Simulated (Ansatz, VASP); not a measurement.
**One calculation of SiGe, two programs**

INCAR

```
ALGO = Normal
EDIFF = 1E-6
ENCUT = 500
GGA = PE
GGA_COMPAT = False
ISIF = 2
ISMEAR = -1
LASPH = True
LCHARG = False
LREAL = False
LWAVE = False
NBANDS = 26
NELM = 120
PREC = Accurate
SIGMA = 0.02
```

File KPOINTS:

```
k-points
0
Gamma
  8 8 1
```

Contents of POSCAR:

```
SiGe
1.0
    4.1812584869      0.0000000000      0.0000000000
   -2.0906292435      3.6210760695      0.0000000000
    0.0000000000      0.0000000000      5.5207042643
Ge Si
2 2
Direct
    0.3333333333      0.6666666667      0.2500000000
    0.6666666667      0.3333333333      0.7500000000
    0.6666666667      0.3333333333      0.2500000000
    0.3333333333      0.6666666667      0.7500000000
```

Input for Ansatz:

```yaml
crystal:
  lattice:
    - [4.1812584869, 0.0, 0.0]
    - [-2.0906292435, 3.6210760695, 0.0]
    - [0.0, 0.0, 5.5207042643]
  atoms:
    - { symbol: Ge, position: [0.3333333333, 0.6666666667, 0.25] }
    - { symbol: Ge, position: [0.6666666667, 0.3333333333, 0.75] }
    - { symbol: Si, position: [0.6666666667, 0.3333333333, 0.25] }
    - { symbol: Si, position: [0.3333333333, 0.6666666667, 0.75] }
kpoints:
  mp_grid: { grid: [8, 8, 1] }
hamiltonian:
  xc: pbe
scf:
  occupations: { method: fermi_dirac, width: 0.02 }
  n_extra_bands: 5
output:
  forces: true
  stress: true
  eigenvalues: true
```

Alike in both runs: task single point; functional PBE; k mesh 8 × 8 × 1; occupations fermi-dirac, width 0.02 eV; no spin polarisation.

|  | VASP | Ansatz |
| --- | --- | --- |
| version | VASP 6.6.1 | Ansatz 0.2.0 |
| potentials or method | VASP PAW PBE potentials, release 64 (Ge_d, Si) | plane waves |
| plane-wave cutoff (eV) | 500 | 420 |
| valence electrons in the cell | 36 | 36 |

```tsv
	VASP	Ansatz	Ansatz less VASP
pressure (GPa)	0.3	0.4	+0.08
traceless stress, the component that is largest in VASP (GPa)	3.83	3.79	-0.041
```

The k mesh is coarse, so the values compare programs but aren't converged.
